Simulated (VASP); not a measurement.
# InAs (I4/mmm) in VASP: notebook

The runs below take InAs through single point, with PBEsol.

All numbers are computed with VASP 6.6.1; they aren't measurements. Logs are shortened: lines on timing, memory, paths and dates and some standing lists are left out, and cuts for length are marked.

### Step 1. The cell of the first run

It takes space group I4/mmm (No. 139, tetragonal). Conventional cell: a = 4.069 Å, b = 4.069 Å, c = 5.582 Å, α = 90.00°, β = 90.00°, γ = 90.00°. In (site symmetry 4/mmm) has 6 As at 2.79 to 2.88 Å within 3.7 Å. As (site symmetry 4/mmm) has 6 In at 2.79 to 2.88 Å within 3.7 Å.

### Step 2. Single point, PBEsol (strain -0.0300 x Voigt [0, 0, 1, 0, 0, 0])

Contents of INCAR:

```
PREC = Accurate
ENCUT = 520
EDIFF = 1E-7
ISMEAR = 0
SIGMA = 0.15
LREAL = F
LASPH = T
NELM = 60
ALGO = Normal
ISIF = 2
LWAVE = F
LCHARG = F
GGA = PS
NBANDS = 16
```

Contents of KPOINTS:

```
Automatic mesh
0
Gamma
  14 14 14
```

Contents of POSCAR:

```
InAs
1.0
    0.0000000000      2.8773040000      2.7909848800
    2.8773040000      0.0000000000      2.7909848800
    2.8773040000      2.8773040000      0.0000000000
In As
1 1
Direct
    0.5000000000      0.5000000000      0.5000000000
    0.0000000000      0.0000000000      0.0000000000
```

Potentials or basis: VASP PAW PBE potentials, release 64 (In_d, As).

Command:

```sh
$ cat potpaw_PBE.64/In_d/POTCAR potpaw_PBE.64/As/POTCAR > POTCAR
$ mpirun -np 1 vasp_std > vasp.out
```

OUTCAR:

```text
PREC = Accurate
   ENCUT = 520
   EDIFF = 1E-7
   ISMEAR = 0
   LREAL = F
   LASPH = T
   NELM = 60
   ISIF = 2
   GGA = PS

 ion  position               nearest neighbor table
   1  0.500  0.500  0.500-   2 2.79   2 2.79   2 2.88   2 2.88   2 2.88   2 2.88
   2  0.000  0.000  0.000-   1 2.79   1 2.79   1 2.88   1 2.88   1 2.88   1 2.88

  LATTYP: Found a body centered tetragonal cell.
 ALAT       =     4.0691223399
 C/A-ratio  =     1.3717871555

  Lattice vectors:

 A1 = (   0.0000000000,  -2.8773040000,  -2.7909848800)
 A2 = (   0.0000000000,   2.8773040000,  -2.7909848800)
 A3 = (   2.8773040000,   0.0000000000,   2.7909848800)

Analysis of symmetry for initial positions (statically):
=====================================================================
 Subroutine PRICEL returns:
 Original cell was already a primitive cell.

 Routine SETGRP: Setting up the symmetry group for a
 body centered tetragonal supercell.

 Subroutine GETGRP returns: Found 16 space group operations
 (whereof 16 operations were pure point group operations)
 out of a pool of 16 trial point group operations.

The static configuration has the point symmetry D_4h.

Analysis of symmetry for dynamics (positions and initial velocities):
=====================================================================
 Subroutine PRICEL returns:
 Original cell was already a primitive cell.

 Routine SETGRP: Setting up the symmetry group for a
 body centered tetragonal supercell.

 Subroutine GETGRP returns: Found 16 space group operations
 (whereof 16 operations were pure point group operations)
 out of a pool of 16 trial point group operations.

The dynamic configuration has the point symmetry D_4h.

 Subroutine INISYM returns: Found 16 space group operations
 (whereof 16 operations are pure point group operations),
 and found     1 'primitive' translations

----------------------------------------------------------------------------------------

                                     Primitive cell

  volume of cell :      46.2124

  direct lattice vectors                    reciprocal lattice vectors
     0.000000000  2.877304000  2.790984880    -0.173773783  0.173773783  0.179148230
     2.877304000  0.000000000  2.790984880     0.173773783 -0.173773783  0.179148230
     2.877304000  2.877304000  0.000000000     0.173773783  0.173773783 -0.179148230

  length of vectors
     4.008550225  4.008550225  4.069122340     0.304119620  0.304119620  0.304119620

  position of ions in fractional coordinates (direct lattice)
     0.500000000  0.500000000  0.500000000
     0.000000000  0.000000000  0.000000000

  ion indices of the primitive-cell ions
   primitive index   ion index
                 1           1
                 2           2

----------------------------------------------------------------------------------------

 KPOINTS: Automatic mesh

Automatic generation of k-mesh.
 Grid dimensions read from file:
 generate k-points for:   14   14   14

 Generating k-lattice:

  Cartesian coordinates                     Fractional coordinates (reciprocal lattice)
    -0.012412413  0.012412413  0.012796302     0.071428571  0.000000000  0.000000000
     0.012412413 -0.012412413  0.012796302     0.000000000  0.071428571  0.000000000
     0.012412413  0.012412413 -0.012796302     0.000000000  0.000000000  0.071428571

  Length of vectors
     0.021722830  0.021722830  0.021722830

  Shift w.r.t. Gamma in fractional coordinates (k-lattice)
     0.000000000  0.000000000  0.000000000

 Subroutine IBZKPT returns following result:
 ===========================================

 Found    244 irreducible k-points:

 Following reciprocal coordinates:
            Coordinates               Weight
  0.000000  0.000000  0.000000      1.000000
  0.071429 -0.000000  0.000000      8.000000
  0.142857 -0.000000  0.000000      8.000000
  0.214286  0.000000  0.000000      8.000000
  0.285714 -0.000000  0.000000      8.000000
  0.357143  0.000000  0.000000      8.000000
[... 16 lines left out ...]
  0.214286  0.142857  0.000000      8.000000
  0.285714  0.142857  0.000000      8.000000
 [... further k-points ...]
   k-points           NKPTS =    244   k-points in BZ     NKDIM =    244   number of bands    NBANDS=     16
   number of dos      NEDOS =    301   number of ions     NIONS =      2
   total plane-waves  NPLWV =  27000
   dimension x,y,z NGX =    30 NGY =   30 NGZ =   30
   dimension x,y,z NGXF=    60 NGYF=   60 NGZF=   60
   ions per type =               1   1
   NGX,Y,Z   is equivalent  to a cutoff of  12.44, 12.44, 12.26 a.u.
   NGXF,Y,Z  is equivalent  to a cutoff of  24.88, 24.88, 24.51 a.u.
 SYSTEM =  unknown system
   PREC   = accura    normal or accurate (medium, high low for compatibility)
   ISTART =      0    job   : 0-new  1-cont  2-samecut
   ICHARG =      2    charge: 1-file 2-atom 10-const
   ISPIN  =      1    spin polarized calculation?
   LNONCOLLINEAR =      F non collinear calculations
   LSORBIT =      F    spin-orbit coupling
   LASPH  =      T    aspherical Exc in radial PAW
   ENCUT  =  520.0 eV  38.22 Ry    6.18 a.u.   7.45  7.45  7.57*2*pi/ulx,y,z
   NELM   =     60;   NELMIN=  2; NELMDL= -5     # of ELM steps
   EDIFF  = 0.1E-06   stopping-criterion for ELM
   LREAL  =      F    real-space projection
   EDIFFG = 0.1E-05   stopping-criterion for IOM
   NSW    =      0    number of steps for IOM
   IBRION =     -1    ionic relax: 0-MD 1-quasi-New 2-CG
   NFREE  =      0    steps in history (QN), initial steepest desc. (CG)
   ISIF   =      2    stress and relaxation
   ISYM   =      2    0-nonsym 1-usesym 2-fastsym
   POTIM  = 0.5000    time-step for ionic-motion
   TEBEG  =    0.0;   TEEND  =   0.0 temperature during run
   PSTRESS=    0.0 pullay stress
   NELECT =      18.0000    total number of electrons
   NUPDOWN=      -1.0000    fix difference up-down
   EMIN   =  10.00;   EMAX   =-10.00  energy-range for DOS
   EFERMI =   0.00;   METHOD = LEGACY
   ISMEAR =     0;   SIGMA  =   0.15  broadening in eV -4-tet -1-fermi 0-gaus
   EFERMI_NEDOS =   21; number of points for ismear=-14 and -15
   IALGO  =     38    algorithm
   IMIX   =      4    mixing-type and parameters
     AMIX     =   0.40;   BMIX     =  1.00
     AMIX_MAG =   1.60;   BMIX_MAG =  1.00
  volume/ion in A,a.u.               =      23.11       155.93
  Fermi-wavevector in a.u.,A,eV,Ry     =   1.195582  2.259322 19.448387  1.429416
  Thomas-Fermi vector in A             =   2.331544
   LORBIT       =      0    0 simple, 1 ext, 2 COOP (PROOUT), +10 PAW based schemes
   GGA     = PS    functional components
   LHFCALC =     F    Hartree Fock is set to
   AEXX    =    0.0000 exact exchange contribution
   IVDW    =     0    specifies the selected vdW correction
   LEPSILON=     F    determine dielectric tensor
   LRPA    =     F    only Hartree local field effects (RPA)
 non-spin polarized calculation
 Gauss-broadening in eV      SIGMA  =   0.15
  energy-cutoff  :      520.00
  volume of cell :       46.21
 maximum number of plane-waves:      1265
 NGX is ok and might be reduce to    30
   NGX = 15   NGY = 15   NGZ = 15

 number of electron      17.9999996 magnetization

 Free energy of the ion-electron system (eV)
  ---------------------------------------------------
  ext. energy  EPLUGINS =         0.00000000
  ---------------------------------------------------
  free energy    TOTEN  =        -8.20702686 eV

  energy without entropy =       -8.19395062  energy(sigma->0) =       -8.20048874

 E-fermi :   6.0972     XC(G=0): -10.3881

 val. band max:        6.0943151743   @ k =   0.2857  -0.0000   0.0000
 cond. band min:       6.0980239346   @ k =  -0.2857   0.0000   0.2143
 fundamental gap:      0.0037087604
 Fermi energy:         6.0972255878

 k-point     1 :       0.0000    0.0000    0.0000
  band No.  band energies     occupation
      1      -8.1689      2.00000
      2      -8.1553      2.00000
      3      -8.1412      2.00000
      4      -8.1412      2.00000
      5      -8.1258      2.00000
      6      -6.2006      2.00000
[... 8 lines left out ...]
     15      13.4287      0.00000
     16      14.3577      0.00000

 k-point     2 :       0.0714   -0.0000    0.0000
  band No.  band energies     occupation
      1      -8.1712      2.00000
      2      -8.1572      2.00000
      3      -8.1404      2.00000
      4      -8.1386      2.00000
      5      -8.1245      2.00000
      6      -6.1431      2.00000
[... 8 lines left out ...]
     15      13.6340      0.00000
     16      14.0869      0.00000

 k-point     3 :       0.1429   -0.0000    0.0000
  band No.  band energies     occupation
      1      -8.1783      2.00000
      2      -8.1640      2.00000
      3      -8.1389      2.00000
      4      -8.1297      2.00000
      5      -8.1196      2.00000
      6      -5.9727      2.00000
[... 8 lines left out ...]
     15      13.9116      0.00000
     16      14.0269      0.00000

 k-point     4 :       0.2143    0.0000    0.0000
  band No.  band energies     occupation
      1      -8.1897      2.00000
      2      -8.1747      2.00000
      3      -8.1388      2.00000
      4      -8.1158      2.00000
      5      -8.1099      2.00000
      6      -5.6976      2.00000
[... 8 lines left out ...]
     15      14.5223      0.00000
     16      14.5428      0.00000

 k-point     5 :       0.2857   -0.0000    0.0000
  band No.  band energies     occupation
      1      -8.2028      2.00000
      2      -8.1869      2.00000
      3      -8.1404      2.00000
      4      -8.1001      2.00000
      5      -8.0977      2.00000
      6      -5.3373      2.00000
[... 8 lines left out ...]
     15      15.2929      0.00000
     16      15.3404      0.00000

 k-point     6 :       0.3571    0.0000    0.0000
  band No.  band energies     occupation
      1      -8.2148      2.00000
      2      -8.1979      2.00000
      3      -8.1425      2.00000
      4      -8.0861      2.00000
      5      -8.0857      2.00000
      6      -4.9347      2.00000
[... 8 lines left out ...]
     15      16.2198      0.00000
     16      16.3335      0.00000

 k-point     7 :       0.4286    0.0000    0.0000
  band No.  band energies     occupation
      1      -8.2233      2.00000
      2      -8.2055      2.00000
      3      -8.1443      2.00000
      4      -8.0779      2.00000
      5      -8.0757      2.00000
      6      -4.5809      2.00000
[... 8 lines left out ...]
     15      17.2428      0.00000
     16      17.4326      0.00000

 k-point     8 :       0.5000    0.0000    0.0000
  band No.  band energies     occupation
      1      -8.2263      2.00000
      2      -8.2083      2.00000
      3      -8.1449      2.00000
      4      -8.0750      2.00000
      5      -8.0721      2.00000
      6      -4.4299      2.00000
[... 8 lines left out ...]
     15      17.8794      0.00000
     16      18.1802      0.00000

 k-point     9 :       0.0714    0.0714    0.0000
  band No.  band energies     occupation
      1      -8.1737      2.00000
      2      -8.1532      2.00000
      3      -8.1372      2.00000
      4      -8.1372      2.00000
      5      -8.1280      2.00000
      6      -6.1232      2.00000
[... 8 lines left out ...]
     15      14.1797      0.00000
     16      14.1797      0.00000
[... 172 lines left out ...]
 k-point    19 :      -0.2143    0.0714    0.0000
  band No.  band energies     occupation
      1      -8.1986      2.00000
      2      -8.1824      2.00000
      3      -8.1399      2.00000
      4      -8.1152      2.00000
      5      -8.1018      2.00000
      6      -5.5329      2.00000
[... 8 lines left out ...]
     15      14.2536      0.00000
     16      15.7092      0.00000

 k-point    20 :      -0.1429    0.0714    0.0000
  band No.  band energies     occupation
      1      -8.1846      2.00000
      2      -8.1716      2.00000
      3      -8.1407      2.00000
      4      -8.1282      2.00000
      5      -8.1113      2.00000
      6      -5.8394      2.00000
[... 8 lines left out ...]
     15      14.5218      0.00000
     16      14.9730      0.00000

 k-point    21 :      -0.0714    0.0714    0.0000
  band No.  band energies     occupation
      1      -8.1749      2.00000
      2      -8.1630      2.00000
      3      -8.1415      2.00000
      4      -8.1362      2.00000
      5      -8.1190      2.00000
      6      -6.0469      2.00000
[... 8 lines left out ...]
     15      14.3113      0.00000
     16      14.6467      0.00000

 k-point    22 :       0.1429    0.1429    0.0000
  band No.  band energies     occupation
      1      -8.1965      2.00000
      2      -8.1474      2.00000
      3      -8.1344      2.00000
      4      -8.1255      2.00000
      5      -8.1255      2.00000
      6      -5.8814      2.00000
[... 8 lines left out ...]
     15      15.3843      0.00000
     16      15.3843      0.00000

 k-point    23 :       0.2143    0.1429    0.0000
  band No.  band energies     occupation
      1      -8.2171      2.00000
      2      -8.1490      2.00000
      3      -8.1379      2.00000
      4      -8.1170      2.00000
      5      -8.1135      2.00000
      6      -5.6609      2.00000
[... 8 lines left out ...]
     15      15.7645      0.00000
     16      15.8203      0.00000

 k-point    24 :       0.2857    0.1429    0.0000
  band No.  band energies     occupation
      1      -8.2391      2.00000
      2      -8.1573      2.00000
      3      -8.1395      2.00000
      4      -8.1080      2.00000
      5      -8.0972      2.00000
      6      -5.3405      2.00000
[... 8 lines left out ...]
     15      16.1001      0.00000
     16      16.4177      0.00000

 [... further k-points ...]
[... 5 lines left out ...]
  --------------------------------------------------------------------------------------
  -------------------------------------------------------------------------------------
  Total       -0.7192310     -0.7192310      0.2699184      0.0000000     -0.0000000     -0.0000000
  in kB      -24.9356104    -24.9356104      9.3580228      0.0000000     -0.0000000     -0.0000000
  external PRESSURE =     -13.5043993 kB  Pullay stress =       0.0000000 kB

 VOLUME and BASIS-vectors are now :
 -----------------------------------------------------------------------------
  energy-cutoff  :      520.00
  volume of cell :       46.21
      direct lattice vectors                 reciprocal lattice vectors
     0.000000000  2.877304000  2.790984880    -0.173773783  0.173773783  0.179148230
     2.877304000  0.000000000  2.790984880     0.173773783 -0.173773783  0.179148230
     2.877304000  2.877304000  0.000000000     0.173773783  0.173773783 -0.179148230

 POSITION                                       TOTAL-FORCE (eV/Angst)
 -----------------------------------------------------------------------------------
      2.87730      2.87730      2.79098         0.000000     -0.000000     -0.000000
      0.00000      0.00000      0.00000         0.000000      0.000000      0.000000
 -----------------------------------------------------------------------------------
    total drift:                                0.000000      0.000000      0.000000

  FREE ENERGIE OF THE ION-ELECTRON SYSTEM (eV)
  ---------------------------------------------------
  free  energy   TOTEN  =        -8.2070268602 eV

  energy  without entropy=       -8.1939506182  energy(sigma->0) =       -8.20048874
```

It took 4.8 min on 1 thread of Intel Xeon 8259CL, shared host; peak memory 0.32 GiB.

Results:

* Free energy: -8.2070 eV
* Pressure: -1.4 GPa
* Band gap on the k mesh: zero (bands 9 and 10 overlap by 2.82 eV)

Stress tensor (GPa, compression positive):
```
-2.49  0.00  0.00
 0.00 -2.49  0.00
 0.00  0.00  0.94
```

Caveat: the cell differs from its parent crystal (strain -0.0300 x Voigt [0, 0, 1, 0, 0, 0]); the PAW data sets were made with another functional, which shifts forces and pressure a little; spin-orbit coupling is left out, which moves the levels of the heavy elements.

[end of part 1 of 2]
